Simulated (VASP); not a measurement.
# Cr (P6_3/mmc) in VASP: further runs

The runs below take Cr through single point, with PBE.

Program: VASP 6.6.1. These are calculated values, not measurements. Logs are shortened: lines on timing, memory, paths and dates and some standing lists are left out, and cuts for length are marked.

## (1) The cell of the first run

Symmetry: P6_3/mmc, No. 194, hexagonal system. Conventional cell: a = 2.359 Å, b = 2.359 Å, c = 4.158 Å, α = 90.00°, β = 90.00°, γ = 120.00°. Within 3.1 Å of Cr (site symmetry -6m2) lie 12 Cr at 2.36 to 2.49 Å.

## (2) Single point, PBE (volume scaled by 0.84)

The input, INCAR:

```
SYSTEM = Cr
PREC = Accurate
ENCUT = 520
EDIFF = 1E-6
ISMEAR = -1
SIGMA = 0.1
LREAL = .False.
LASPH = .True.
NELM = 80
ALGO = Normal
ISIF = 2
LWAVE = .False.
LCHARG = .False.
GGA = PE
NBANDS = 19
```

The input, KPOINTS:

```
Automatic mesh
0
Gamma
  17 17 9
  0 0 0
```

The input, POSCAR:

```
Cr
1.0
    2.3589526743      0.0000000000      0.0000000000
   -1.1794763372      2.0429129423      0.0000000000
    0.0000000000      0.0000000000      4.1581638924
Cr
2
Direct
    0.3333333333      0.6666666667      0.2500000000
    0.6666666667      0.3333333333      0.7500000000
```

Potentials or basis: VASP PAW PBE potentials, release 64 (Cr_pv).

On the command line:

```console
$ cat potpaw_PBE.64/Cr_pv/POTCAR > POTCAR
$ mpirun -np 1 vasp_std > vasp.out
```

OUTCAR:

```text
SYSTEM = Cr
   PREC = Accurate
   ENCUT = 520
   EDIFF = 1E-6
   ISMEAR = -1
   LREAL = .False.
   LASPH = .True.
   NELM = 80
   ISIF = 2
   GGA = PE

 ion  position               nearest neighbor table
   1  0.333  0.667  0.250-   2 2.49   2 2.49   2 2.49   2 2.49   2 2.49   2 2.49
   2  0.667  0.333  0.750-   1 2.49   1 2.49   1 2.49   1 2.49   1 2.49   1 2.49

  LATTYP: Found a hexagonal cell.
 ALAT       =     2.3589526743
 C/A-ratio  =     1.7627161145

  Lattice vectors:

 A1 = (   2.3589526743,   0.0000000000,   0.0000000000)
 A2 = (  -1.1794763372,   2.0429129423,   0.0000000000)
 A3 = (   0.0000000000,   0.0000000000,   4.1581638924)

Analysis of symmetry for initial positions (statically):
=====================================================================
 Subroutine PRICEL returns:
 Original cell was already a primitive cell.

 Routine SETGRP: Setting up the symmetry group for a
 hexagonal supercell.

 Subroutine GETGRP returns: Found 24 space group operations
 (whereof 12 operations were pure point group operations)
 out of a pool of 24 trial point group operations.

The static configuration has the point symmetry D_3d.
 The point group associated with its full space group is D_6h.

Analysis of symmetry for dynamics (positions and initial velocities):
=====================================================================
 Subroutine PRICEL returns:
 Original cell was already a primitive cell.

 Routine SETGRP: Setting up the symmetry group for a
 hexagonal supercell.

 Subroutine GETGRP returns: Found 24 space group operations
 (whereof 12 operations were pure point group operations)
 out of a pool of 24 trial point group operations.

The dynamic configuration has the point symmetry D_3d.
 The point group associated with its full space group is D_6h.

 Subroutine INISYM returns: Found 24 space group operations
 (whereof 12 operations are pure point group operations),
 and found     1 'primitive' translations

----------------------------------------------------------------------------------------

                                     Primitive cell

  volume of cell :      20.0388

  direct lattice vectors                    reciprocal lattice vectors
     2.358952674  0.000000000  0.000000000     0.423916940  0.244748560  0.000000000
    -1.179476337  2.042912942  0.000000000     0.000000000  0.489497119  0.000000000
     0.000000000  0.000000000  4.158163892     0.000000000  0.000000000  0.240490761

  length of vectors
     2.358952674  2.358952674  4.158163892     0.489497119  0.489497119  0.240490761

  position of ions in fractional coordinates (direct lattice)
     0.333333333  0.666666667  0.250000000
     0.666666667  0.333333333  0.750000000

  ion indices of the primitive-cell ions
   primitive index   ion index
                 1           1
                 2           2

----------------------------------------------------------------------------------------

 KPOINTS: Automatic mesh

Automatic generation of k-mesh.
 Grid dimensions read from file:
 generate k-points for:   17   17    9

 Generating k-lattice:

  Cartesian coordinates                     Fractional coordinates (reciprocal lattice)
     0.024936291  0.014396974  0.000000000     0.058823529  0.000000000  0.000000000
     0.000000000  0.028793948  0.000000000     0.000000000  0.058823529  0.000000000
     0.000000000  0.000000000  0.026721196     0.000000000  0.000000000  0.111111111

  Length of vectors
     0.028793948  0.028793948  0.026721196

  Shift w.r.t. Gamma in fractional coordinates (k-lattice)
     0.000000000  0.000000000  0.000000000

 Subroutine IBZKPT returns following result:
 ===========================================

 Found    165 irreducible k-points:

 Following reciprocal coordinates:
            Coordinates               Weight
  0.000000  0.000000  0.000000      1.000000
  0.058824  0.000000  0.000000      6.000000
  0.117647 -0.000000  0.000000      6.000000
  0.176471  0.000000  0.000000      6.000000
  0.235294 -0.000000  0.000000      6.000000
  0.294118  0.000000  0.000000      6.000000
[... 16 lines left out ...]
  0.411765  0.117647  0.000000     12.000000
  0.176471  0.176471  0.000000      6.000000
 [... further k-points ...]
   k-points           NKPTS =    165   k-points in BZ     NKDIM =    165   number of bands    NBANDS=     19
   number of dos      NEDOS =    301   number of ions     NIONS =      2
   total plane-waves  NPLWV =  10368
   dimension x,y,z NGX =    18 NGY =   18 NGZ =   32
   dimension x,y,z NGXF=    36 NGYF=   36 NGZF=   64
   ions per type =               2
   NGX,Y,Z   is equivalent  to a cutoff of  12.69, 12.69, 12.79 a.u.
   NGXF,Y,Z  is equivalent  to a cutoff of  25.37, 25.37, 25.59 a.u.
 SYSTEM =  Cr
   PREC   = accura    normal or accurate (medium, high low for compatibility)
   ISTART =      0    job   : 0-new  1-cont  2-samecut
   ICHARG =      2    charge: 1-file 2-atom 10-const
   ISPIN  =      1    spin polarized calculation?
   LNONCOLLINEAR =      F non collinear calculations
   LSORBIT =      F    spin-orbit coupling
   LASPH  =      T    aspherical Exc in radial PAW
   ENCUT  =  520.0 eV  38.22 Ry    6.18 a.u.   4.39  4.39  7.73*2*pi/ulx,y,z
   NELM   =     80;   NELMIN=  2; NELMDL= -5     # of ELM steps
   EDIFF  = 0.1E-05   stopping-criterion for ELM
   LREAL  =      F    real-space projection
   EDIFFG = 0.1E-04   stopping-criterion for IOM
   NSW    =      0    number of steps for IOM
   IBRION =     -1    ionic relax: 0-MD 1-quasi-New 2-CG
   NFREE  =      0    steps in history (QN), initial steepest desc. (CG)
   ISIF   =      2    stress and relaxation
   ISYM   =      2    0-nonsym 1-usesym 2-fastsym
   POTIM  = 0.5000    time-step for ionic-motion
   TEBEG  =    0.0;   TEEND  =   0.0 temperature during run
   PSTRESS=    0.0 pullay stress
   NELECT =      24.0000    total number of electrons
   NUPDOWN=      -1.0000    fix difference up-down
   EMIN   =  10.00;   EMAX   =-10.00  energy-range for DOS
   EFERMI =   0.00;   METHOD = LEGACY
   ISMEAR =    -1;   SIGMA  =   0.10  broadening in eV -4-tet -1-fermi 0-gaus
   EFERMI_NEDOS =   21; number of points for ismear=-14 and -15
   IALGO  =     38    algorithm
   IMIX   =      4    mixing-type and parameters
     AMIX     =   0.40;   BMIX     =  1.00
     AMIX_MAG =   1.60;   BMIX_MAG =  1.00
  volume/ion in A,a.u.               =      10.02        67.61
  Fermi-wavevector in a.u.,A,eV,Ry     =   1.738555  3.285392 41.124593  3.022572
  Thomas-Fermi vector in A             =   2.811565
   LORBIT       =      0    0 simple, 1 ext, 2 COOP (PROOUT), +10 PAW based schemes
   GGA     = PE    functional components
   LHFCALC =     F    Hartree Fock is set to
   AEXX    =    0.0000 exact exchange contribution
   IVDW    =     0    specifies the selected vdW correction
   LEPSILON=     F    determine dielectric tensor
   LRPA    =     F    only Hartree local field effects (RPA)
 non-spin polarized calculation
  energy-cutoff  :      520.00
  volume of cell :       20.04
 maximum number of plane-waves:       560
 NGX is ok and might be reduce to    18

 number of electron      23.9999993 magnetization

 Free energy of the ion-electron system (eV)
  ---------------------------------------------------
  ext. energy  EPLUGINS =         0.00000000
  ---------------------------------------------------
  free energy    TOTEN  =       -17.68569678 eV

  energy without entropy =      -17.59503054  energy(sigma->0) =      -17.64036366

 E-fermi :  12.9423     XC(G=0): -14.4949

 val. band max:       12.9354155211   @ k =   0.2353   0.1765   0.0000
 cond. band min:      12.9426056994   @ k =   0.0588   0.0000   0.1111
 fundamental gap:      0.0071901783
 Fermi energy:        12.9423420788

 k-point     1 :       0.0000    0.0000    0.0000
  band No.  band energies     occupation
      1     -30.5486      2.00000
      2     -29.3312      2.00000
      3     -29.2043      2.00000
      4     -29.2043      2.00000
      5     -29.0879      2.00000
      6     -29.0879      2.00000
[... 11 lines left out ...]
     18      15.6898      0.00000
     19      20.6040      0.00000

 k-point     2 :       0.0588    0.0000    0.0000
  band No.  band energies     occupation
      1     -30.5319      2.00000
      2     -29.3333      2.00000
      3     -29.2518      2.00000
      4     -29.2173      2.00000
      5     -29.1365      2.00000
      6     -29.0958      2.00000
[... 11 lines left out ...]
     18      16.2285      0.00000
     19      20.6082      0.00000

 k-point     3 :       0.1176   -0.0000    0.0000
  band No.  band energies     occupation
      1     -30.4834      2.00000
      2     -29.3879      2.00000
      3     -29.3401      2.00000
      4     -29.2738      2.00000
      5     -29.2540      2.00000
      6     -29.1191      2.00000
[... 11 lines left out ...]
     18      17.3288      0.00000
     19      20.6060      0.00000

 k-point     4 :       0.1765    0.0000    0.0000
  band No.  band energies     occupation
      1     -30.4071      2.00000
      2     -29.5938      2.00000
      3     -29.4766      2.00000
      4     -29.3530      2.00000
      5     -29.3082      2.00000
      6     -29.1554      2.00000
[... 11 lines left out ...]
     18      18.6123      0.00000
     19      20.6055      0.00000

 k-point     5 :       0.2353   -0.0000    0.0000
  band No.  band energies     occupation
      1     -30.3092      2.00000
      2     -29.8410      2.00000
      3     -29.7135      2.00000
      4     -29.3739      2.00000
      5     -29.3717      2.00000
      6     -29.2000      2.00000
[... 11 lines left out ...]
     18      19.9764      0.00000
     19      20.6047      0.00000
[... 334 lines left out ...]
      2     -30.1592      2.00000
      3     -30.0530      2.00000
      4     -29.5749      2.00000
      5     -29.4579      2.00000
      6     -29.3928      2.00000
[... 11 lines left out ...]
     18      20.6051      0.00000
     19      20.6079      0.00000

 k-point    22 :       0.3529    0.1176    0.0000
  band No.  band energies     occupation
      1     -30.4423      2.00000
      2     -30.2797      2.00000
      3     -29.9541      2.00000
      4     -29.6358      2.00000
      5     -29.5057      2.00000
      6     -29.4348      2.00000
[... 11 lines left out ...]
     18      20.6054      0.00000
     19      20.6074      0.00000

 k-point    23 :       0.4118    0.1176    0.0000
  band No.  band energies     occupation
      1     -30.5216      2.00000
      2     -30.3440      2.00000
      3     -29.8889      2.00000
      4     -29.6682      2.00000
      5     -29.5435      2.00000
      6     -29.4573      2.00000
[... 11 lines left out ...]
     18      20.6031      0.00000
     19      20.6068      0.00000

 k-point    24 :       0.1765    0.1765    0.0000
  band No.  band energies     occupation
      1     -30.1728      2.00000
      2     -30.0127      2.00000
      3     -30.0012      2.00000
      4     -29.4930      2.00000
      5     -29.4123      2.00000
      6     -29.3663      2.00000
[... 11 lines left out ...]
     18      20.6046      0.00000
     19      20.6082      0.00000

 [... further k-points ...]

------------------------ aborting loop because EDIFF is reached ----------------------------------------

  FORCE on cell =-STRESS in cart. coord.  units (eV):
  Direction    XX          YY          ZZ          XY          YZ          ZX
  --------------------------------------------------------------------------------------
  -------------------------------------------------------------------------------------
  Total        7.2573988      7.2573988      7.2335415     -0.0000000      0.0000000      0.0000000
  in kB      580.2576591    580.2576591    578.3501713     -0.0000000      0.0000000      0.0000000
  external PRESSURE =     579.6218298 kB  Pullay stress =       0.0000000 kB

 VOLUME and BASIS-vectors are now :
 -----------------------------------------------------------------------------
  energy-cutoff  :      520.00
  volume of cell :       20.04
      direct lattice vectors                 reciprocal lattice vectors
     2.358952674  0.000000000  0.000000000     0.423916940  0.244748560  0.000000000
    -1.179476337  2.042912942  0.000000000     0.000000000  0.489497119  0.000000000
     0.000000000  0.000000000  4.158163892     0.000000000  0.000000000  0.240490761

 POSITION                                       TOTAL-FORCE (eV/Angst)
 -----------------------------------------------------------------------------------
     -0.00000      1.36194      1.03954        -0.000000     -0.000000      0.000000
      1.17948      0.68097      3.11862         0.000000      0.000000      0.000000
 -----------------------------------------------------------------------------------
    total drift:                                0.000000     -0.000000      0.000000

  FREE ENERGIE OF THE ION-ELECTRON SYSTEM (eV)
  ---------------------------------------------------
  free  energy   TOTEN  =       -17.6856967767 eV

  energy  without entropy=      -17.5950305377  energy(sigma->0) =      -17.64036366
```

It took 25 s on 1 thread of Intel Xeon Platinum 8559C (Emerald Rapids), shared host; peak memory 0.16 GiB.

What came out:

* Free energy: -17.6857 eV
* Pressure: 58.0 GPa
* Band gap on the k mesh: zero (band 12 reaches 14.12 eV, above the bottom of band 13 at 12.49 eV)

Stress tensor (GPa, compression positive):
```
58.03  0.00  0.00
 0.00 58.03  0.00
 0.00  0.00 57.84
```

Levels at points of the mesh, in eV from the Fermi level:
```tsv
k point	band 10	band 11	band 12	band 13	band 14	band 15
(0.00, 0.00, 0.00)	-0.52	-0.52	-0.06	-0.06	0.23	1.23
```

Caveat: the cell differs from its parent crystal (volume scaled by 0.84); the run has no spin polarisation, though such a crystal can be magnetic. Spin polarisation is off, so any magnetic state and its effect on volume and gap are missing.

## (3) Single point, PBE

This run uses another cell than the first one, of 10.97 Å³/atom, 1.095 times its volume.

The input, INCAR:

```
SYSTEM = Cr
PREC = Accurate
ENCUT = 520
EDIFF = 1E-7
ISMEAR = -1
SIGMA = 0.1
LREAL = .FALSE.
LASPH = .TRUE.
NELM = 60
ALGO = Normal
ISIF = 2
LWAVE = .FALSE.
LCHARG = .TRUE.
GGA = PE
LELF = .TRUE.
LVHAR = .TRUE.
NBANDS = 19
```

The input, KPOINTS:

```
Automatic mesh
0
G
  17 17 9
  0 0 0
```

The input, POSCAR:

```
Cr
1.0
    2.4262994230      0.0000000000      0.0000000000
   -1.2131497115      2.1012369375      0.0000000000
    0.0000000000      0.0000000000      4.3048677147
Cr
2
Direct
    0.3333333333      0.6666666667      0.2500000000
    0.6666666667      0.3333333333      0.7500000000
```

Potentials or basis: VASP PAW PBE potentials, release 64 (Cr_pv).

On the command line:

```console
$ cat potpaw_PBE.64/Cr_pv/POTCAR > POTCAR
$ mpirun -np 1 vasp_std > vasp.out
```

Run time: 28 s. Hardware: 1 thread of Intel Xeon Platinum 8559C (Emerald Rapids), shared host; peak memory 0.17 GiB.

Results (log left out):

```
Free energy            : -18.1523 eV
Pressure               : 22.7 GPa
Band gap on the k mesh : zero (band 12 reaches 12.54 eV, above the bottom of band 13 at 11.19 eV)
```

Levels at points of the mesh, in eV from the Fermi level:
```tsv
k point	band 9	band 10	band 11	band 12	band 13	band 14	band 15	band 16
(0.00, 0.00, 0.00)	-1.29	-0.42	-0.42	-0.05	-0.03	-0.03	1.14	1.14
```

Caveat: the run has no spin polarisation, though such a crystal can be magnetic. Spin polarisation is off, so any magnetic state and its effect on volume and gap are missing.

## (4) Single point, PBE

The input, INCAR:

```
PREC = Accurate
ENCUT = 520
EDIFF = 1E-6
ISMEAR = -1
SIGMA = 0.1
LREAL = False
LASPH = True
NELM = 100
ALGO = Normal
ISIF = 2
LWAVE = False
LCHARG = False
GGA = PE
NBANDS = 19
```

The input, KPOINTS:

```
regular mesh
0
Gamma
  17 17 9
```

The input, POSCAR:

```
Cr
1.0
    2.4262994230      0.0000000000      0.0000000000
   -1.2131497115      2.1012369376      0.0000000000
    0.0000000000      0.0000000000      4.3048677147
Cr
2
Direct
    0.3333333333      0.6666666667      0.2500000000
    0.6666666667      0.3333333333      0.7500000000
```

On the command line:

```console
$ cat potpaw_PBE.64/Cr_pv/POTCAR > POTCAR
$ mpirun -np 1 vasp_std > vasp.out
```

Run time: 27 s. Hardware: 1 thread of Intel Xeon Platinum 8559C (Emerald Rapids), shared host; peak memory 0.17 GiB.

Results (log left out):

```
Free energy            : -18.1523 eV
Pressure               : 22.7 GPa
Band gap on the k mesh : zero (band 12 reaches 12.54 eV, above the bottom of band 13 at 11.19 eV)
```

Levels at points of the mesh, in eV from the Fermi level:
| k point | band 10 | band 11 | band 12 | band 13 | band 14 | band 15 |
| --- | --- | --- | --- | --- | --- | --- |
| (0.00, 0.00, 0.00) | -0.42 | -0.42 | -0.05 | -0.03 | -0.03 | 1.14 |

Caveat: the run has no spin polarisation, though such a crystal can be magnetic.
